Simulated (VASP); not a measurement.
# Ag (P6_3/mmc) in VASP: a series of runs, part 3 of 3

VASP 6.6.1. Earlier steps stand in the parts before.

## (4) Electric field gradients, PBE (17.31 Å³/atom)

This run uses another cell than the first one, of 17.31 Å³/atom.

The input, INCAR:

```
SYSTEM = Ag
  PREC = Accurate
  ENCUT = 520
  EDIFF = 1E-8
  ISMEAR = -1
  SIGMA = 0.08
  LREAL = .FALSE.
  LASPH = .TRUE.
  NELM = 60
  ALGO = Normal
  ISIF = 2
  LWAVE = .FALSE.
  LCHARG = .FALSE.
  GGA = PE
  LEFG = .TRUE.
  NBANDS = 30
```

The input, KPOINTS:

```
Automatic mesh
0
G
  14 14 4
  0 0 0
```

The input, POSCAR:

```
Ag
1.0
    2.8471914389      0.0000000000      0.0000000000
   -1.4235957195      2.4657401156      0.0000000000
    0.0000000000      0.0000000000      9.8648482973
Ag
4
Direct
    0.3333333333      0.6666666667      0.2500000000
    0.6666666667      0.3333333333      0.7500000000
    0.0000000000      0.0000000000      0.0000000000
    0.0000000000      0.0000000000      0.5000000000
```

Potentials or basis: VASP PAW PBE potentials, release 64 (Ag).

Started as:

```console
$ cat potpaw_PBE.64/Ag/POTCAR > POTCAR
$ mpirun -np 1 vasp_std > vasp.out
```

OUTCAR:

```text
SYSTEM = Ag
   PREC = Accurate
   ENCUT = 520
   EDIFF = 1E-8
   ISMEAR = -1
   LREAL = .FALSE.
   LASPH = .TRUE.
   NELM = 60
   ISIF = 2
   GGA = PE

 ion  position               nearest neighbor table
   1  0.333  0.667  0.250-   3 2.96   4 2.96   3 2.96   4 2.96   3 2.96   4 2.96
   2  0.667  0.333  0.750-   3 2.96   4 2.96   3 2.96   4 2.96   3 2.96   4 2.96
   3  0.000  0.000  0.000-   1 2.96   2 2.96   2 2.96   1 2.96   2 2.96   1 2.96
   4  0.000  0.000  0.500-   1 2.96   2 2.96   2 2.96   1 2.96   2 2.96   1 2.96

  LATTYP: Found a hexagonal cell.
 ALAT       =     2.8471914389
 C/A-ratio  =     3.4647646669

  Lattice vectors:

 A1 = (   2.8471914389,   0.0000000000,   0.0000000000)
 A2 = (  -1.4235957195,   2.4657401156,   0.0000000000)
 A3 = (   0.0000000000,   0.0000000000,   9.8648482973)

Analysis of symmetry for initial positions (statically):
=====================================================================
 Subroutine PRICEL returns:
 Original cell was already a primitive cell.

 Routine SETGRP: Setting up the symmetry group for a
 hexagonal supercell.

 Subroutine GETGRP returns: Found 24 space group operations
 (whereof 12 operations were pure point group operations)
 out of a pool of 24 trial point group operations.

The static configuration has the point symmetry D_3d.
 The point group associated with its full space group is D_6h.

Analysis of symmetry for dynamics (positions and initial velocities):
=====================================================================
 Subroutine PRICEL returns:
 Original cell was already a primitive cell.

 Routine SETGRP: Setting up the symmetry group for a
 hexagonal supercell.

 Subroutine GETGRP returns: Found 24 space group operations
 (whereof 12 operations were pure point group operations)
 out of a pool of 24 trial point group operations.

The dynamic configuration has the point symmetry D_3d.
 The point group associated with its full space group is D_6h.

 Subroutine INISYM returns: Found 24 space group operations
 (whereof 12 operations are pure point group operations),
 and found     1 'primitive' translations

----------------------------------------------------------------------------------------

                                     Primitive cell

  volume of cell :      69.2555

  direct lattice vectors                    reciprocal lattice vectors
     2.847191439  0.000000000  0.000000000     0.351223310  0.202778872  0.000000000
    -1.423595719  2.465740116  0.000000000     0.000000000  0.405557745  0.000000000
     0.000000000  0.000000000  9.864848297     0.000000000  0.000000000  0.101370033

  length of vectors
     2.847191439  2.847191439  9.864848297     0.405557745  0.405557745  0.101370033

  position of ions in fractional coordinates (direct lattice)
     0.333333333  0.666666667  0.250000000
     0.666666667  0.333333333  0.750000000
     0.000000000  0.000000000  0.000000000
     0.000000000  0.000000000  0.500000000

  ion indices of the primitive-cell ions
[... 91 lines left out ...]
   EFERMI =   0.00;   METHOD = LEGACY
   ISMEAR =    -1;   SIGMA  =   0.08  broadening in eV -4-tet -1-fermi 0-gaus
   EFERMI_NEDOS =   21; number of points for ismear=-14 and -15
   IALGO  =     38    algorithm
   IMIX   =      4    mixing-type and parameters
     AMIX     =   0.40;   BMIX     =  1.00
     AMIX_MAG =   1.60;   BMIX_MAG =  1.00
  volume/ion in A,a.u.               =      17.31       116.84
  Fermi-wavevector in a.u.,A,eV,Ry     =   1.407368  2.659539 26.948842  1.980684
  Thomas-Fermi vector in A             =   2.529634
   LORBIT       =      0    0 simple, 1 ext, 2 COOP (PROOUT), +10 PAW based schemes
   GGA     = PE    functional components
   LHFCALC =     F    Hartree Fock is set to
   AEXX    =    0.0000 exact exchange contribution
   IVDW    =     0    specifies the selected vdW correction
   LEPSILON=     F    determine dielectric tensor
   LRPA    =     F    only Hartree local field effects (RPA)
 non-spin polarized calculation
  energy-cutoff  :      520.00
  volume of cell :       69.26
 maximum number of plane-waves:      1884
 NGX is ok and might be reduce to    24
   NGX = 11   NGY = 11   NGZ = 37

 number of electron      44.0000003 magnetization

 Free energy of the ion-electron system (eV)
  ---------------------------------------------------
  ext. energy  EPLUGINS =         0.00000000
  ---------------------------------------------------
  free energy    TOTEN  =       -10.79698800 eV

  energy without entropy =      -10.76864215  energy(sigma->0) =      -10.78281507

 E-fermi :   8.2023     XC(G=0): -12.1150

 val. band max:        8.1864788936   @ k =   0.2143   0.0714   0.5000
 cond. band min:       8.2031217450   @ k =   0.5000   0.0000   0.0000
 fundamental gap:      0.0166428514
 Fermi energy:         8.2023132148

 k-point     1 :       0.0000    0.0000    0.0000
  band No.  band energies     occupation
      1       0.5618      2.00000
      2       1.7591      2.00000
      3       1.7635      2.00000
      4       1.8478      2.00000
      5       3.2260      2.00000
      6       3.4824      2.00000
[... 781 lines left out ...]
     29      14.9628      0.00000
     30      17.2367      0.00000

 [... further k-points ...]

------------------------ aborting loop because EDIFF is reached ----------------------------------------

  FORCE on cell =-STRESS in cart. coord.  units (eV):
  Direction    XX          YY          ZZ          XY          YZ          ZX
  --------------------------------------------------------------------------------------
  -------------------------------------------------------------------------------------
  Total        2.3790274      2.3790274     -0.2418057     -0.0000000      0.0000000     -0.0000000
  in kB       55.0371130     55.0371130     -5.5940029     -0.0000000      0.0000000     -0.0000000
  external PRESSURE =      34.8267411 kB  Pullay stress =       0.0000000 kB

 VOLUME and BASIS-vectors are now :
 -----------------------------------------------------------------------------
  energy-cutoff  :      520.00
  volume of cell :       69.26
      direct lattice vectors                 reciprocal lattice vectors
     2.847191439  0.000000000  0.000000000     0.351223310  0.202778872  0.000000000
    -1.423595719  2.465740116  0.000000000     0.000000000  0.405557745  0.000000000
     0.000000000  0.000000000  9.864848297     0.000000000  0.000000000  0.101370033

 POSITION                                       TOTAL-FORCE (eV/Angst)
 -----------------------------------------------------------------------------------
     -0.00000      1.64383      2.46621         0.000000      0.000000     -0.000000
      1.42360      0.82191      7.39864        -0.000000     -0.000000      0.000000
      0.00000      0.00000      0.00000        -0.000000      0.000000      0.000000
      0.00000      0.00000      4.93242        -0.000000      0.000000      0.000000
 -----------------------------------------------------------------------------------
    total drift:                               -0.000000      0.000000     -0.000000

  FREE ENERGIE OF THE ION-ELECTRON SYSTEM (eV)
  ---------------------------------------------------
  free  energy   TOTEN  =       -10.7969880033 eV

  energy  without entropy=      -10.7686421456  energy(sigma->0) =      -10.78281507

 Electric field gradients (V/A^2)
---------------------------------------------------------------------
 ion       V_xx      V_yy      V_zz      V_xy      V_xz      V_yz
---------------------------------------------------------------------
   1      -6.191    -6.191    12.381     0.000     0.000     0.000
   2      -6.191    -6.191    12.381     0.000     0.000    -0.000
   3      -5.409    -5.409    10.818     0.000     0.000    -0.000
   4      -5.409    -5.409    10.818     0.000    -0.000     0.000
---------------------------------------------------------------------

 Electric field gradients after diagonalization (V/A^2)
 (convention: |V_zz| > |V_xx| > |V_yy|)
----------------------------------------------------------------------
 ion       V_xx      V_yy      V_zz     asymmetry (V_yy - V_xx)/ V_zz
----------------------------------------------------------------------
   1      -6.191    -6.190    12.381       0.000
   2      -6.191    -6.190    12.381       0.000
   3      -5.409    -5.409    10.818       0.000
   4      -5.409    -5.409    10.818       0.000
----------------------------------------------------------------------

           NMR quadrupolar parameters

 Cq : quadrupolar parameter    Cq=e*Q*V_zz/h
 eta: asymmetry parameters     (V_yy - V_xx)/ V_zz
 Q  : nuclear electric quadrupole moment in mb (millibarn)
----------------------------------------------------------------------
 ion       Cq(MHz)       eta       Q (mb)
----------------------------------------------------------------------
   1       0.030       0.000       1.000
   2       0.030       0.000       1.000
   3       0.026       0.000       1.000
   4       0.026       0.000       1.000
----------------------------------------------------------------------
```

stdout:

```text
POSCAR found type information on POSCAR Ag
 POSCAR found :  1 types and       4 ions
 scaLAPACK will be used
 LDA part: xc-table for (Slater+PW92), standard interpolation
 POSCAR, INCAR and KPOINTS ok, starting setup
 FFT: planning ... GRIDC
 FFT: planning ... GRID_SOFT
 FFT: planning ... GRID
 WAVECAR not read
 entering main loop
ion   1

ion   2

ion   3

ion   4
```

Wall time 60 s (1 thread of Intel Xeon 6975P-C (Granite Rapids), shared host); peak memory 0.26 GiB.

Results:

| Item | Value |
| --- | --- |
| Free energy | -10.7970 eV |
| Pressure | 3.5 GPa |
| Band gap on the k mesh | zero (bands 22 and 23 overlap by 6.22 eV) |
| Largest electric field gradient by atom | Ag +12.4, +10.8 (each value once) V/Å² |

Stress tensor (GPa, compression positive):
```
 5.50  0.00  0.00
 0.00  5.50  0.00
 0.00  0.00 -0.56
```

Electric field gradients, principal values (V/Å²):
```csv
atom,least,middle,greatest (by size)
1 Ag,-6.190,-6.191,12.381
2 Ag,-6.190,-6.191,12.381
3 Ag,-5.409,-5.409,10.818
4 Ag,-5.409,-5.409,10.818
```

Caveat: the cell stands under pressure; without QUAD_EFG the Cq values of the log hold for a quadrupole moment of 1 mb, not for the nuclei.

## (5) Electric field gradients, PBE (17.31 Å³/atom)

This run uses another cell than the first one, of 17.31 Å³/atom.

The input, INCAR:

```
  PREC = Accurate
  ENCUT = 520
  EDIFF = 1E-8
  ISMEAR = -1
  SIGMA = 0.08
  LREAL = False
  LASPH = True
  NELM = 100
  ALGO = Normal
  ISIF = 2
  LWAVE = False
  LCHARG = False
  GGA = PE
  LEFG = True
  NBANDS = 30
```

The input, KPOINTS:

```
Automatic mesh
0
Gamma
  14 14 4
```

POSCAR is that of step 4.

Potentials or basis: VASP PAW PBE potentials, release 64 (Ag).

Started as:

```console
$ cat potpaw_PBE.64/Ag/POTCAR > POTCAR
$ mpirun -np 1 vasp_std > vasp.out
```

OUTCAR:

```text
PREC = Accurate
   ENCUT = 520
   EDIFF = 1E-8
   ISMEAR = -1
   LREAL = False
   LASPH = True
   NELM = 100
   ISIF = 2
   GGA = PE

 ion  position               nearest neighbor table
   1  0.333  0.667  0.250-   3 2.96   4 2.96   3 2.96   4 2.96   3 2.96   4 2.96
   2  0.667  0.333  0.750-   3 2.96   4 2.96   3 2.96   4 2.96   3 2.96   4 2.96
   3  0.000  0.000  0.000-   1 2.96   2 2.96   2 2.96   1 2.96   2 2.96   1 2.96
   4  0.000  0.000  0.500-   1 2.96   2 2.96   2 2.96   1 2.96   2 2.96   1 2.96

  LATTYP: Found a hexagonal cell.
 ALAT       =     2.8471914389
 C/A-ratio  =     3.4647646669

  Lattice vectors:

 A1 = (   2.8471914389,   0.0000000000,   0.0000000000)
[... 1020 lines left out ...]
 ion       V_xx      V_yy      V_zz      V_xy      V_xz      V_yz
---------------------------------------------------------------------
   1      -6.191    -6.191    12.381     0.000     0.000     0.000
   2      -6.191    -6.191    12.381     0.000     0.000    -0.000
   3      -5.409    -5.409    10.818     0.000     0.000    -0.000
   4      -5.409    -5.409    10.818     0.000    -0.000     0.000
---------------------------------------------------------------------

 Electric field gradients after diagonalization (V/A^2)
 (convention: |V_zz| > |V_xx| > |V_yy|)
----------------------------------------------------------------------
 ion       V_xx      V_yy      V_zz     asymmetry (V_yy - V_xx)/ V_zz
----------------------------------------------------------------------
   1      -6.191    -6.190    12.381       0.000
   2      -6.191    -6.190    12.381       0.000
   3      -5.409    -5.409    10.818       0.000
   4      -5.409    -5.409    10.818       0.000
----------------------------------------------------------------------

           NMR quadrupolar parameters

 Cq : quadrupolar parameter    Cq=e*Q*V_zz/h
 eta: asymmetry parameters     (V_yy - V_xx)/ V_zz
 Q  : nuclear electric quadrupole moment in mb (millibarn)
----------------------------------------------------------------------
 ion       Cq(MHz)       eta       Q (mb)
----------------------------------------------------------------------
   1       0.030       0.000       1.000
   2       0.030       0.000       1.000
   3       0.026       0.000       1.000
   4       0.026       0.000       1.000
----------------------------------------------------------------------
```

OSZICAR:

```text
N       E                     dE             d eps       ncg     rms          rms(c)
DAV:   1     0.298198615214E+03    0.29820E+03   -0.22705E+04  4344   0.145E+03
DAV:   2    -0.516670153170E+01   -0.30337E+03   -0.28753E+03  4488   0.335E+02
DAV:   3    -0.117677354356E+02   -0.66010E+01   -0.65630E+01  4972   0.563E+01
DAV:   4    -0.117966314029E+02   -0.28896E-01   -0.28891E-01  4638   0.365E+00
DAV:   5    -0.117969232555E+02   -0.29185E-03   -0.29185E-03  4986   0.392E-01    0.101E+01
DAV:   6    -0.108376475246E+02    0.95928E+00   -0.28699E+00  4602   0.140E+01    0.663E+00
DAV:   7    -0.108072344932E+02    0.30413E-01   -0.40068E-02  4776   0.135E+00    0.362E+00
DAV:   8    -0.107969408569E+02    0.10294E-01   -0.26410E-03  4632   0.366E-01    0.154E-01
DAV:   9    -0.107969544148E+02   -0.13558E-04   -0.68225E-05  4926   0.111E-01    0.366E-02
DAV:  10    -0.107969832473E+02   -0.28832E-04   -0.17068E-05  4668   0.327E-02    0.289E-02
DAV:  11    -0.107969883266E+02   -0.50793E-05   -0.28358E-06  4872   0.121E-02    0.138E-03
DAV:  12    -0.107969880608E+02    0.26575E-06   -0.33869E-08  4480   0.202E-03    0.617E-04
DAV:  13    -0.107969880179E+02    0.42878E-07   -0.61076E-09  2934   0.737E-04    0.166E-04
DAV:  14    -0.107969879936E+02    0.24350E-07   -0.55803E-10  2514   0.187E-04    0.672E-05
DAV:  15    -0.107969880033E+02   -0.96979E-08   -0.91138E-11  2418   0.737E-05
   1 F= -.10796988E+02 E0= -.10782815E+02  d E =-.283459E-01
```

stdout:

```text
POSCAR found type information on POSCAR Ag
 POSCAR found :  1 types and       4 ions
 scaLAPACK will be used
 LDA part: xc-table for (Slater+PW92), standard interpolation
 POSCAR, INCAR and KPOINTS ok, starting setup
 FFT: planning ... GRIDC
 FFT: planning ... GRID_SOFT
 FFT: planning ... GRID
 WAVECAR not read
 entering main loop
ion   1

ion   2

ion   3

ion   4
```

It took 56 s on 1 thread of Intel Xeon 6975P-C (Granite Rapids), shared host; peak memory 0.26 GiB.

Results:

```yaml
Free_energy: -10.7970 eV
Pressure: 3.5 GPa
Band_gap_on_the_k_mesh: zero (bands 22 and 23 overlap by 6.22 eV)
Largest_electric_field_gradient_by_atom: Ag +12.4, +10.8 (each value once) V/Å²
```

Stress tensor (GPa, compression positive):
```
 5.50  0.00  0.00
 0.00  5.50  0.00
 0.00  0.00 -0.56
```

Levels at points of the mesh, in eV from the Fermi level:
```
           k point  band 19  band 20  band 21  band 22  band 23  band 24  band 25  band 26
(0.00, 0.00, 0.00)    -3.50    -3.38    -3.38    -3.04    -3.04    -0.74     2.76     9.80
(0.50, 0.00, 0.00)    -2.76    -2.72     0.00     0.84     1.20     1.73     4.45     4.47
(0.00, 0.00, 0.50)    -3.17    -3.17    -3.17    -3.17    -2.67    -2.67     5.46     5.46
(0.50, 0.00, 0.50)    -2.73    -2.73     0.41     0.41     1.56     1.56     4.76     4.76
```

Electric field gradients, principal values (V/Å²):
| atom | least | middle | greatest (by size) |
| --- | --- | --- | --- |
| 1 Ag | -6.190 | -6.191 | 12.381 |
| 2 Ag | -6.190 | -6.191 | 12.381 |
| 3 Ag | -5.409 | -5.409 | 10.818 |
| 4 Ag | -5.409 | -5.409 | 10.818 |

Caveat: the cell stands under pressure; without QUAD_EFG the Cq values of the log hold for a quadrupole moment of 1 mb, not for the nuclei.
